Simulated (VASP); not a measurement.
# Al (Cmme) in VASP: notebook, part 2 of 2

VASP 6.6.1.

## 4. Single point, PBEsol

This run uses another cell than the first one, of 24.79 Å³/atom, 1.225 times its volume.

Input file INCAR:

```
SYSTEM = Al
  PREC = Accurate
  ENCUT = 520
  EDIFF = 1E-7
  ISMEAR = 0
  SIGMA = 0.15
  LREAL = .FALSE.
  LASPH = .TRUE.
  NELM = 80
  ALGO = Fast
  ISIF = 2
  LWAVE = .FALSE.
  LCHARG = .FALSE.
  GGA = PS
  NBANDS = 14
```

Input file KPOINTS:

```
regular mesh
0
G
  22 22 7
  0 0 0
```

Input file POSCAR:

```
Al
1.0
   -1.6064390039      1.6064390039     -1.6064390039
   -1.6064390039     -1.6064390039      1.6064390039
    0.0000000000      9.6077365308      9.6077365308
Al
4
Direct
    0.0000000000      0.0000000000      0.5852092733
    0.5000000000      0.5000000000      0.0836013248
    0.0000000000      0.0000000000      0.2508039743
    0.5000000000      0.5000000000      0.4180066238
```

Potentials or basis: VASP PAW PBE potentials, release 64 (Al).

The run is started by

```sh
$ cat potpaw_PBE.64/Al/POTCAR > POTCAR
$ mpirun -np 1 vasp_std > vasp.out
```

OUTCAR:

```text
SYSTEM = Al
   PREC = Accurate
   ENCUT = 520
   EDIFF = 1E-7
   ISMEAR = 0
   LREAL = .FALSE.
   LASPH = .TRUE.
   NELM = 80
   ISIF = 2
   GGA = PS

 ion  position               nearest neighbor table
   1  0.000  0.000  0.585-   4 2.78   4 2.78   4 3.21   4 3.21
   2  0.500  0.500  0.084-   3 2.78   3 2.78   3 3.21   3 3.21
   3  0.000  0.000  0.251-   2 2.78   4 2.78   2 2.78   4 2.78   2 3.21   4 3.21   2 3.21   4 3.21

   4  0.500  0.500  0.418-   3 2.78   3 2.78   1 2.78   1 2.78   3 3.21   3 3.21   1 3.21   1 3.21

  LATTYP: Found a base centered orthorhombic cell.
 ALAT       =     3.2128780078
[... 612 lines left out ...]
  --------------------------------------------------------------------------------------
  -------------------------------------------------------------------------------------
  Total       -1.2031527     -0.4937037     -0.4937037      0.0000000      0.2108416      0.0000000
  in kB      -19.4366658     -7.9756739     -7.9756739      0.0000000      3.4061002      0.0000000
  external PRESSURE =     -11.7960045 kB  Pullay stress =       0.0000000 kB

 VOLUME and BASIS-vectors are now :
 -----------------------------------------------------------------------------
  energy-cutoff  :      520.00
  volume of cell :       99.18
      direct lattice vectors                 reciprocal lattice vectors
    -1.606439004  1.606439004 -1.606439004    -0.311247423  0.155623711 -0.155623711
    -1.606439004 -1.606439004  1.606439004    -0.311247423 -0.155623711  0.155623711
     0.000000000  9.607736531  9.607736531     0.000000000  0.052041394  0.052041394

 POSITION                                       TOTAL-FORCE (eV/Angst)
 -----------------------------------------------------------------------------------
      0.00000      5.62254      5.62254         0.000000      0.002982      0.002982
     -1.60644      0.80322      0.80322         0.000000     -0.002982     -0.002982
      0.00000      2.40966      2.40966        -0.000000      0.083978      0.083978
     -1.60644      4.01610      4.01610        -0.000000     -0.083978     -0.083978
 -----------------------------------------------------------------------------------
    total drift:                                0.000000      0.000005      0.000005

  FREE ENERGIE OF THE ION-ELECTRON SYSTEM (eV)
  ---------------------------------------------------
  free  energy   TOTEN  =       -15.1630120747 eV

  energy  without entropy=      -15.1398219993  energy(sigma->0) =      -15.15141704
```

OSZICAR:

```text
N       E                     dE             d eps       ncg     rms          rms(c)
DAV:   1     0.110993977268E+02    0.11099E+02   -0.40553E+03 14896   0.650E+02
DAV:   2    -0.147106341755E+02   -0.25810E+02   -0.23879E+02 19114   0.903E+01
DAV:   3    -0.157706628889E+02   -0.10600E+01   -0.10452E+01 20642   0.168E+01
DAV:   4    -0.158024520229E+02   -0.31789E-01   -0.31783E-01 19880   0.341E+00
DAV:   5    -0.158037933229E+02   -0.13413E-02   -0.13413E-02 22228   0.632E-01    0.294E+00
RMM:   6    -0.152918706051E+02    0.51192E+00   -0.16591E-01 15922   0.110E+00    0.166E+00
RMM:   7    -0.152003874544E+02    0.91483E-01   -0.79841E-02 16049   0.859E-01    0.943E-01
RMM:   8    -0.151594846634E+02    0.40903E-01   -0.44895E-02 17523   0.760E-01    0.252E-01
RMM:   9    -0.151592736970E+02    0.21097E-03   -0.55202E-03 17712   0.372E-01    0.109E-01
RMM:  10    -0.151609064548E+02   -0.16328E-02   -0.22272E-03 17568   0.227E-01    0.769E-02
RMM:  11    -0.151626991597E+02   -0.17927E-02   -0.11751E-03 18278   0.168E-01    0.178E-02
RMM:  12    -0.151629927906E+02   -0.29363E-03   -0.41911E-04 18440   0.105E-01    0.846E-03
RMM:  13    -0.151630071720E+02   -0.14381E-04   -0.10416E-04 19460   0.564E-02    0.184E-02
RMM:  14    -0.151630092067E+02   -0.20346E-05   -0.17692E-05 20340   0.220E-02    0.276E-02
RMM:  15    -0.151630110352E+02   -0.18286E-05   -0.25605E-06 17492   0.910E-03    0.265E-02
RMM:  16    -0.151630120412E+02   -0.10060E-05   -0.27079E-06 17716   0.104E-02    0.205E-02
RMM:  17    -0.151630120747E+02   -0.33488E-07   -0.33316E-07 15081   0.368E-03
   1 F= -.15163012E+02 E0= -.15151417E+02  d E =-.231901E-01
```

Wall time 5.4 min (1 thread of Intel Xeon 6975P-C (Granite Rapids), shared host); peak memory 0.65 GiB.

Results:

* Free energy: -15.1630 eV
* Pressure: -1.2 GPa
* Largest force: 0.119 eV/Å
* Band gap on the k mesh: zero (band 6 reaches 6.22 eV, above the bottom of band 7 at 2.73 eV)

Forces on the atoms (eV/Å):
```
Al   0.000  0.003  0.003
Al   0.000 -0.003 -0.003
Al   0.000  0.084  0.084
Al   0.000 -0.084 -0.084
```

Caveat: the PAW data sets were made with another functional, which shifts forces and pressure a little.

## 5. Single point, PBEsol

This run uses another cell than the first one, of 16.04 Å³/atom, 0.793 times its volume.

Input file INCAR:

```
SYSTEM = Al
  ALGO = Fast
  EDIFF = 1E-7
  ENCUT = 520
  GGA = PS
  ISIF = 2
  ISMEAR = 0
  LASPH = .TRUE.
  LCHARG = .TRUE.
  LELF = .TRUE.
  LREAL = .FALSE.
  LVHAR = .TRUE.
  LWAVE = .FALSE.
  NBANDS = 14
  NELM = 60
  PREC = Accurate
  SIGMA = 0.15
```

Input file KPOINTS:

```
k-points
0
G
  22 22 7
  0 0 0
```

Input file POSCAR:

```
Al
1.0
   -1.6064390039      1.6064390039     -1.6064390039
   -1.6064390039     -1.6064390039      1.6064390039
    0.0000000000      6.2136239811      6.2136239811
Al
4
Direct
    0.0000000000      0.0000000000      0.9048723467
    0.5000000000      0.5000000000      0.1292674781
    0.0000000000      0.0000000000      0.3878024343
    0.5000000000      0.5000000000      0.6463373905
```

The run is started by

```sh
$ cat potpaw_PBE.64/Al/POTCAR > POTCAR
$ mpirun -np 1 vasp_std > vasp.out
```

Run time: 3.2 min. Hardware: 1 thread of Intel Xeon 6975P-C (Granite Rapids), shared host; peak memory 0.46 GiB.

It converged, with:

```
Free energy            : -15.8325 eV
Pressure               : 3.6 GPa
Largest force          : 1.177 eV/Å
Band gap on the k mesh : zero (band 6 reaches 13.43 eV, above the bottom of band 7 at 6.44 eV)
```

Forces in eV/Å, atoms in the order of the input:
```
Al   0.000 -0.832 -0.832
Al   0.000  0.832  0.832
Al   0.000  0.000  0.000
Al   0.000  0.000  0.000
```

Stress tensor (GPa, compression positive):
```
4.19 0.00 0.00
0.00 3.30 2.42
0.00 2.42 3.30
```

Levels at points of the mesh, in eV from the Fermi level:
```csv
k point,band 2,band 3,band 4,band 5,band 6,band 7,band 8,band 9,band 10,band 11
"(0.00, 0.00, 0.00)",-9.57,-9.21,-4.16,-3.46,5.01,5.12,7.67,7.91,9.14,9.59
"(0.50, 0.00, 0.00)",-6.12,-4.48,-4.48,-3.85,-3.85,0.80,0.80,1.74,1.74,7.29
"(0.50, 0.50, 0.00)",-4.17,-2.91,-2.53,-2.40,-2.07,1.49,1.97,2.26,2.75,3.08
```

Caveat: the PAW data sets were made with another functional, which shifts forces and pressure a little.

## 6. Single point, PBEsol

This run uses another cell than the first one, of 17.49 Å³/atom, 0.865 times its volume.

Input file INCAR:

```
PREC     = Accurate       # precision mode
ENCUT    = 520            # plane-wave cutoff, eV
EDIFF    = 1E-7           # SCF threshold, eV
ISMEAR   = 0              # smearing method
SIGMA    = 0.15           # smearing width, eV
LREAL    = F              # projectors in reciprocal space
LASPH    = T              # aspherical terms in the spheres
NELM     = 80             # most SCF steps
ALGO     = Fast           # electronic algorithm
ISIF     = 2              # what is computed and relaxed
LWAVE    = F              # write WAVECAR
LCHARG   = T              # write CHGCAR
GGA      = PS             # functional
LELF     = T              # ELF
LVHAR    = T            
NBANDS   = 14             # bands
```

Input file KPOINTS:

```
regular mesh
0
Gamma
  22 22 7
```

Input file POSCAR:

```
Al
1.0
   -1.6064390039      1.6064390039     -1.6064390039
   -1.6064390039     -1.6064390039      1.6064390039
    0.0000000000      6.7793094061      6.7793094061
Al
4
Direct
    0.0000000000      0.0000000000      0.8293671489
    0.5000000000      0.5000000000      0.1184810213
    0.0000000000      0.0000000000      0.3554430638
    0.5000000000      0.5000000000      0.5924051063
```

Potentials or basis: VASP PAW PBE potentials, release 64 (Al).

The run is started by

```sh
$ cat potpaw_PBE.64/Al/POTCAR > POTCAR
$ mpirun -np 1 vasp_std > vasp.out
```

OUTCAR:

```text
PREC = Accurate
   ENCUT = 520
   EDIFF = 1E-7
   ISMEAR = 0
   LREAL = F
   LASPH = T
   NELM = 80
   ISIF = 2
   GGA = PS

 ion  position               nearest neighbor table
   1  0.000  0.000  0.829-   4 2.78   4 2.78   2 3.20   2 3.20   4 3.21   4 3.21
   2  0.500  0.500  0.118-   3 2.78   3 2.78   1 3.20   1 3.20   3 3.21   3 3.21
   3  0.000  0.000  0.355-   4 2.78   4 2.78   2 2.78   2 2.78   4 3.21   4 3.21   2 3.21   2 3.21

   4  0.500  0.500  0.592-   3 2.78   3 2.78   1 2.78   1 2.78   3 3.21   3 3.21   1 3.21   1 3.21

  LATTYP: Found a base centered orthorhombic cell.
 ALAT       =     3.2128780078
 B/A-ratio  =     1.4142135624
 C/A-ratio  =     2.9840508362

  Lattice vectors:

 A1 = (  -1.6064390039,   1.6064390039,  -1.6064390039)
 A2 = (  -1.6064390039,  -1.6064390039,   1.6064390039)
 A3 = (   0.0000000000,   6.7793094061,   6.7793094061)

Analysis of symmetry for initial positions (statically):
=====================================================================
 Subroutine PRICEL returns:
 Original cell was already a primitive cell.

 Routine SETGRP: Setting up the symmetry group for a
 base centered orthorhombic supercell.

 Subroutine GETGRP returns: Found  8 space group operations
 (whereof  4 operations were pure point group operations)
 out of a pool of  8 trial point group operations.

The static configuration has the point symmetry C_2v.
 The point group associated with its full space group is D_2h.

Analysis of symmetry for dynamics (positions and initial velocities):
=====================================================================
 Subroutine PRICEL returns:
 Original cell was already a primitive cell.

 Routine SETGRP: Setting up the symmetry group for a
 base centered orthorhombic supercell.

 Subroutine GETGRP returns: Found  8 space group operations
 (whereof  4 operations were pure point group operations)
 out of a pool of  8 trial point group operations.

The dynamic configuration has the point symmetry C_2v.
 The point group associated with its full space group is D_2h.
[... 137 lines left out ...]
  energy-cutoff  :      520.00
  volume of cell :       69.98
 maximum number of plane-waves:      1906
 NGX is ok and might be reduce to    24
   NGX = 11   NGY = 11   NGZ = 35

 number of electron      12.0000000 magnetization

 Free energy of the ion-electron system (eV)
  ---------------------------------------------------
  ext. energy  EPLUGINS =         0.00000000
  ---------------------------------------------------
  free energy    TOTEN  =       -15.81400057 eV

  energy without entropy =      -15.79472773  energy(sigma->0) =      -15.80436415

 E-fermi :   7.3128     XC(G=0): -10.0332

 val. band max:        7.3094419293   @ k =  -0.4091   0.4091   0.0000
 cond. band min:       7.3168840852   @ k =  -0.4091   0.1364   0.0000
 fundamental gap:      0.0074421559
 Fermi energy:         7.3128056623

 k-point     1 :       0.0000    0.0000    0.0000
  band No.  band energies     occupation
      1      -3.5255      2.00000
      2      -2.1077      2.00000
      3      -1.4286      2.00000
      4       2.9083      2.00000
      5       3.0387      2.00000
      6      10.3288      0.00000
      7      10.7130      0.00000
      8      15.6667      0.00000
      9      15.7981      0.00000
     10      16.7650      0.00000
     11      17.0631      0.00000
     12      17.4623      0.00000
     13      17.5454      0.00000
     14      17.7356      0.00000
[... 377 lines left out ...]
      1       0.6051      2.00000
      2       1.9779      2.00000
      3       2.6546      2.00000
      4       3.1123      2.00000
      5       4.5032      2.00000
      6       5.1828      2.00000
      7       6.9606      1.99910
      8       6.9878      1.99781
      9       9.3987      0.00000
     10       9.4069      0.00000
     11      13.6943      0.00000
     12      14.0162      0.00000
     13      14.1552      0.00000
     14      15.8539      0.00000

 [... further k-points ...]

------------------------ aborting loop because EDIFF is reached ----------------------------------------

  FORCE on cell =-STRESS in cart. coord.  units (eV):
  Direction    XX          YY          ZZ          XY          YZ          ZX
  --------------------------------------------------------------------------------------
  -------------------------------------------------------------------------------------
  Total       -1.0298451     -0.8596040     -0.8596040      0.0000000     -0.3461026      0.0000000
  in kB      -23.5780866    -19.6804533    -19.6804533      0.0000000     -7.9239466      0.0000000
  external PRESSURE =     -20.9796644 kB  Pullay stress =       0.0000000 kB

 VOLUME and BASIS-vectors are now :
 -----------------------------------------------------------------------------
  energy-cutoff  :      520.00
  volume of cell :       69.98
      direct lattice vectors                 reciprocal lattice vectors
    -1.606439004  1.606439004 -1.606439004    -0.311247423  0.155623711 -0.155623711
    -1.606439004 -1.606439004  1.606439004    -0.311247423 -0.155623711  0.155623711
     0.000000000  6.779309406  6.779309406     0.000000000  0.073753825  0.073753825

 POSITION                                       TOTAL-FORCE (eV/Angst)
 -----------------------------------------------------------------------------------
      0.00000      5.62254      5.62254         0.000000      0.384176      0.384176
     -1.60644      0.80322      0.80322         0.000000     -0.384176     -0.384176
      0.00000      2.40966      2.40966         0.000000      0.026377      0.026377
     -1.60644      4.01610      4.01610        -0.000000     -0.026377     -0.026377
 -----------------------------------------------------------------------------------
    total drift:                                0.000000     -0.000006     -0.000006

  FREE ENERGIE OF THE ION-ELECTRON SYSTEM (eV)
  ---------------------------------------------------
  free  energy   TOTEN  =       -15.8140005730 eV

  energy  without entropy=      -15.7947277275  energy(sigma->0) =      -15.80436415
```

OSZICAR:

```text
N       E                     dE             d eps       ncg     rms          rms(c)
DAV:   1     0.480135066845E+01    0.48014E+01   -0.42525E+03 14896   0.678E+02
DAV:   2    -0.153192906973E+02   -0.20121E+02   -0.18629E+02 19278   0.856E+01
DAV:   3    -0.159941929699E+02   -0.67490E+00   -0.66457E+00 19728   0.131E+01
DAV:   4    -0.159994771203E+02   -0.52842E-02   -0.52828E-02 17856   0.142E+00
DAV:   5    -0.159995461879E+02   -0.69068E-04   -0.69067E-04 19712   0.169E-01    0.265E+00
RMM:   6    -0.158636111794E+02    0.13594E+00   -0.48310E-02 15607   0.686E-01    0.147E+00
RMM:   7    -0.158303527703E+02    0.33258E-01   -0.10458E-02 15544   0.429E-01    0.785E-01
RMM:   8    -0.158146302944E+02    0.15722E-01   -0.76380E-03 16602   0.406E-01    0.143E-01
RMM:   9    -0.158140448962E+02    0.58540E-03   -0.71281E-04 16979   0.152E-01    0.965E-02
RMM:  10    -0.158140081196E+02    0.36777E-04   -0.17776E-04 17415   0.811E-02    0.333E-02
RMM:  11    -0.158140004447E+02    0.76749E-05   -0.47212E-05 17306   0.435E-02    0.275E-02
RMM:  12    -0.158140013872E+02   -0.94254E-06   -0.11728E-05 17860   0.223E-02    0.173E-02
RMM:  13    -0.158140006222E+02    0.76497E-06   -0.23019E-06 17581   0.106E-02    0.630E-03
RMM:  14    -0.158140005730E+02    0.49223E-07   -0.66091E-07 16746   0.519E-03
   1 F= -.15814001E+02 E0= -.15804364E+02  d E =-.192728E-01
```

Wall time 3 min (1 thread of Intel Xeon 6975P-C (Granite Rapids), shared host); peak memory 0.48 GiB.

What came out:

```
Free energy            : -15.8140 eV
Pressure               : -2.1 GPa
Largest force          : 0.543 eV/Å
Band gap on the k mesh : zero (band 6 reaches 11.28 eV, above the bottom of band 7 at 5.65 eV)
```

Forces in eV/Å, atoms in the order of the input:
```
Al   0.000  0.384  0.384
Al   0.000 -0.384 -0.384
Al   0.000  0.026  0.026
Al   0.000 -0.026 -0.026
```

Levels at points of the mesh, in eV from the Fermi level:
```
           k point  band 3  band 4  band 5  band 6  band 7  band 8  band 9  band 10
(0.00, 0.00, 0.00)   -8.74   -4.40   -4.27    3.02    3.40    8.35    8.49     9.45
(0.50, 0.00, 0.00)   -4.23   -4.23   -3.45   -3.45    0.68    0.68    0.86     0.86
(0.50, 0.50, 0.00)   -2.76   -2.21   -2.10   -1.50    1.38    1.94    2.10     3.01
```

Caveat: the PAW data sets were made with another functional, which shifts forces and pressure a little.

## 7. The runs side by side

```csv
cell,further INCAR settings,gap on the mesh (eV),pressure (GPa),largest force (eV/Å)
"a = 2.782, b = 2.782, c = 11.087 Å, angles 90.0, 90.0, 109.5°, 4 atoms",ALGO = Fast; EDIFF = 1e-06; NBANDS = 14,none,-1.9,0.21
"a = 2.782, b = 2.782, c = 12.087 Å, angles 90.0, 90.0, 109.5°, 4 atoms",ALGO = Fast; EDIFF = 1e-06; NBANDS = 14,none,-1.5,0.12
"a = 2.782, b = 2.782, c = 13.587 Å, angles 90.0, 90.0, 109.5°, 4 atoms",ALGO = Fast; EDIFF = 1e-07; NBANDS = 14,none,-1.2,0.12
"a = 2.782, b = 2.782, c = 8.787 Å, angles 90.0, 90.0, 109.5°, 4 atoms",ALGO = Fast; EDIFF = 1e-07; NBANDS = 14,none,3.6,1.18
"a = 2.782, b = 2.782, c = 9.587 Å, angles 90.0, 90.0, 109.5°, 4 atoms",ALGO = Fast; EDIFF = 1e-07; NBANDS = 14,none,-2.1,0.54
```

Alike in all rows: task single point; level PBEsol; potentials or basis VASP PAW PBE potentials, release 64 (Al); no spin polarisation; k mesh 22 × 22 × 7; cutoff (eV) 520; smearing gaussian 0.15 eV.

Caveats: the PAW data sets were made with another functional, which shifts forces and pressure a little.

Total energies depend on the potentials used, so only differences within one code and one set of settings carry meaning.
